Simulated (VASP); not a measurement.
Runs of VASP 6.6.1 on As. The structure is that of space group Cmce (No. 64), or close to it. The cells are those of the table. 

```tsv
level	potentials or basis	cell	gap on the mesh (eV)	pressure (GPa)	largest force (eV/Å)
r2SCAN	VASP PAW PBE potentials, release 64 (As)	a = 5.756, b = 5.756, c = 4.440 Å, angles 90.0, 90.0, 143.3°, 4 atoms	(b)	3.1	0.22
PBE	VASP PAW PBE potentials, release 64 (As)	a = 5.833, b = 5.833, c = 4.500 Å, angles 90.0, 90.0, 143.3°, 4 atoms	0.10	1.9	0.11
PBE	VASP PAW PBE potentials, release 64 (As)	a = 5.756, b = 5.756, c = 4.440 Å, angles 90.0, 90.0, 143.3°, 4 atoms	0.03	5.0	(a)
LDA	VASP PAW LDA potentials, release 64 (As)	a = 5.717, b = 5.717, c = 4.410 Å, angles 90.0, 90.0, 143.3°, 4 atoms	(c)	1.6	0.31
PBEsol	VASP PAW PBE potentials, release 64 (As)	a = 5.833, b = 5.833, c = 4.500 Å, angles 90.0, 90.0, 143.3°, 4 atoms	0.04	-1.2	0.15
```

Alike in all rows: task single point; no spin polarisation; k mesh 8 × 8 × 6; cutoff (eV) 520; smearing fermi-dirac 0.05 eV.

Task: Estimate the missing entries.

Result: (a) 0.32; (b) 0.20; (c) none.

Caveats: the PAW data sets were made with another functional, which shifts forces and pressure a little (some runs).

A k mesh can miss the band edges, and the runs leave out spin-orbit coupling on As.
